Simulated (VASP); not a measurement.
# Ni (Pm-3m) in VASP: single point with PBEsol

Aim: the single point of Ni with PBEsol.

Program: VASP 6.6.1. These are calculated values, not measurements. Logs are shortened: lines on timing, memory, paths and dates and some standing lists are left out, and cuts for length are marked.

## 1. The cell of the first run

It takes space group Pm-3m (No. 221, cubic). Conventional cell: a = 2.230 Å, b = 2.230 Å, c = 2.230 Å, α = 90.00°, β = 90.00°, γ = 90.00°. Within 2.9 Å of Ni (site symmetry m-3m) lie 6 Ni at 2.23 Å.

This isn't the form of Ni at room conditions, which is fcc.

## 2. Single point, PBEsol, collinear spin, ferromagnetic start

Input file INCAR:

```
SYSTEM = Ni
PREC = Accurate
ENCUT = 600
EDIFF = 1E-6
ISMEAR = 0
SIGMA = 0.1
LREAL = .False.
LASPH = .True.
NELM = 200
ALGO = Normal
ISIF = 2
LWAVE = .False.
LCHARG = .False.
ISPIN = 2
MAGMOM = 2
LORBIT = 11
LMAXMIX = 4
GGA = PS
NBANDS = 15
GGA_COMPAT = .False.
```

Input file KPOINTS:

```
Automatic mesh
0
Gamma
  8 8 8
  0 0 0
```

Input file POSCAR:

```
Ni
1.0
    2.2304398288      0.0000000000      0.0000000000
    0.0000000000      2.2304398288      0.0000000000
    0.0000000000      0.0000000000      2.2304398288
Ni
1
Direct
    0.0000000000      0.0000000000      0.0000000000
```

Potentials or basis: VASP PAW PBE potentials, release 64 (Ni).

Command:

```bash
> cat potpaw_PBE.64/Ni/POTCAR > POTCAR
> mpirun -np 1 vasp_std > vasp.out
```

OUTCAR:

```text
SYSTEM = Ni
   PREC = Accurate
   ENCUT = 600
   EDIFF = 1E-6
   ISMEAR = 0
   LREAL = .False.
   LASPH = .True.
   NELM = 200
   ISIF = 2
   ISPIN = 2
   LORBIT = 11
   GGA = PS

 ion  position               nearest neighbor table
   1  0.000  0.000  0.000-

  LATTYP: Found a simple cubic cell.
 ALAT       =     2.2304398288

  Lattice vectors:

 A1 = (   2.2304398288,   0.0000000000,   0.0000000000)
 A2 = (   0.0000000000,   2.2304398288,   0.0000000000)
 A3 = (   0.0000000000,   0.0000000000,   2.2304398288)

Analysis of symmetry for initial positions (statically):
=====================================================================
 Subroutine PRICEL returns:
 Original cell was already a primitive cell.

 Routine SETGRP: Setting up the symmetry group for a
 simple cubic supercell.

 Subroutine GETGRP returns: Found 48 space group operations
 (whereof 48 operations were pure point group operations)
 out of a pool of 48 trial point group operations.

The static configuration has the point symmetry O_h .

Analysis of symmetry for dynamics (positions and initial velocities):
=====================================================================
 Subroutine PRICEL returns:
 Original cell was already a primitive cell.

 Routine SETGRP: Setting up the symmetry group for a
 simple cubic supercell.

 Subroutine GETGRP returns: Found 48 space group operations
 (whereof 48 operations were pure point group operations)
 out of a pool of 48 trial point group operations.

The dynamic configuration has the point symmetry O_h .

Analysis of structural, dynamic, and magnetic symmetry:
=====================================================================
 Subroutine PRICEL returns:
 Original cell was already a primitive cell.

 Routine SETGRP: Setting up the symmetry group for a
 simple cubic supercell.

 Subroutine GETGRP returns: Found 48 space group operations
 (whereof 48 operations were pure point group operations)
 out of a pool of 48 trial point group operations.

The overall configuration has the point symmetry O_h .

 Subroutine INISYM returns: Found 48 space group operations
 (whereof 48 operations are pure point group operations),
 and found     1 'primitive' translations

----------------------------------------------------------------------------------------

                                     Primitive cell

  volume of cell :      11.0961

  direct lattice vectors                    reciprocal lattice vectors
     2.230439829  0.000000000  0.000000000     0.448342066  0.000000000  0.000000000
[... 128 lines left out ...]
  ---------------------------------------------------
  ext. energy  EPLUGINS =         0.00000000
  ---------------------------------------------------
  free energy    TOTEN  =        -5.32956279 eV

  energy without entropy =       -5.32132156  energy(sigma->0) =       -5.32544217

 E-fermi :   9.0253     XC(G=0): -13.2225

 val. band max:        9.0211920879   @ k =   0.3750   0.1250   0.1250
 cond. band min:       9.0849678632   @ k =   0.5000   0.1250   0.1250
 fundamental gap:      0.0637757753
 Fermi energy:         9.0253156178

 spin component 1

 k-point     1 :       0.0000    0.0000    0.0000
  band No.  band energies     occupation
      1       0.0672      1.00000
      2       4.6740      1.00000
      3       4.6740      1.00000
      4       8.6291      1.00000
      5       8.6291      1.00000
      6       8.6291      1.00000
      7      29.8812      0.00000
      8      29.8812      0.00000
      9      29.8812      0.00000
     10      33.9856      0.00000
     11      33.9856      0.00000
     12      38.7820      0.00000
     13      53.1880      0.00000
     14      53.1880      0.00000
[... 403 lines left out ...]
      4       7.2636      1.00000
      5       8.7346      0.99998
      6      14.0265      0.00000
      7      14.5737      0.00000
      8      23.1166      0.00000
      9      24.0667      0.00000
     10      35.4979      0.00000
     11      37.7472      0.00000
     12      41.8877      0.00000
     13      47.3104      0.00000
     14      49.6694      0.00000
     15      52.0712      0.00000

 [... further k-points ...]

 spin component 2

 k-point     1 :       0.0000    0.0000    0.0000
  band No.  band energies     occupation
      1       0.1448      1.00000
      2       5.2661      1.00000
      3       5.2661      1.00000
      4       9.3502      0.00000
      5       9.3502      0.00000
      6       9.3502      0.00000
      7      29.9941      0.00000
      8      29.9941      0.00000
      9      29.9941      0.00000
     10      34.1822      0.00000
     11      34.1822      0.00000
     12      38.8722      0.00000
     13      53.2780      0.00000
     14      53.2780      0.00000
[... 403 lines left out ...]
      4       7.9023      1.00000
      5       9.4278      0.00000
      6      14.2207      0.00000
      7      14.8298      0.00000
      8      23.2979      0.00000
      9      24.3461      0.00000
     10      35.5708      0.00000
     11      37.9041      0.00000
     12      41.9465      0.00000
     13      47.6064      0.00000
     14      49.7397      0.00000
     15      52.4027      0.00000

 [... further k-points ...]

------------------------ aborting loop because EDIFF is reached ----------------------------------------

  FORCE on cell =-STRESS in cart. coord.  units (eV):
  Direction    XX          YY          ZZ          XY          YZ          ZX
  --------------------------------------------------------------------------------------
  -------------------------------------------------------------------------------------
  Total        1.1481140      1.1481140      1.1481140     -0.0000000      0.0000000      0.0000000
  in kB      165.7769177    165.7769177    165.7769177     -0.0000000      0.0000000      0.0000000
  external PRESSURE =     165.7769177 kB  Pullay stress =       0.0000000 kB

 VOLUME and BASIS-vectors are now :
 -----------------------------------------------------------------------------
  energy-cutoff  :      600.00
  volume of cell :       11.10
      direct lattice vectors                 reciprocal lattice vectors
     2.230439829  0.000000000  0.000000000     0.448342066  0.000000000  0.000000000
     0.000000000  2.230439829  0.000000000     0.000000000  0.448342066  0.000000000
     0.000000000  0.000000000  2.230439829     0.000000000  0.000000000  0.448342066

 POSITION                                       TOTAL-FORCE (eV/Angst)
 -----------------------------------------------------------------------------------
      0.00000      0.00000      0.00000         0.000000      0.000000      0.000000
 -----------------------------------------------------------------------------------
    total drift:                                0.000000      0.000000      0.000000

  FREE ENERGIE OF THE ION-ELECTRON SYSTEM (eV)
  ---------------------------------------------------
  free  energy   TOTEN  =        -5.3295627853 eV

  energy  without entropy=       -5.3213215643  energy(sigma->0) =       -5.32544217

 total charge

# of ion       s       p       d       tot
------------------------------------------
    1        0.567   0.483   8.415   9.465

 magnetization (x)

# of ion       s       p       d       tot
------------------------------------------
    1        0.002   0.010   0.637   0.650
```

Run time: 8.2 s. Hardware: 1 thread of Intel Xeon Platinum 8375C at 2.90GHz (Ice Lake), shared host; peak memory 0.13 GiB.

What came out:

| Item | Value |
| --- | --- |
| Free energy | -5.3296 eV |
| Pressure | 16.6 GPa |
| Net moment | 0.65 μB per cell |
| Site moments | Ni +0.65 μB |
| Valence electrons inside the program's atomic spheres | Ni 9.46 |

Caveat: the cell stands under pressure; the PAW data sets were made with another functional, which shifts forces and pressure a little.
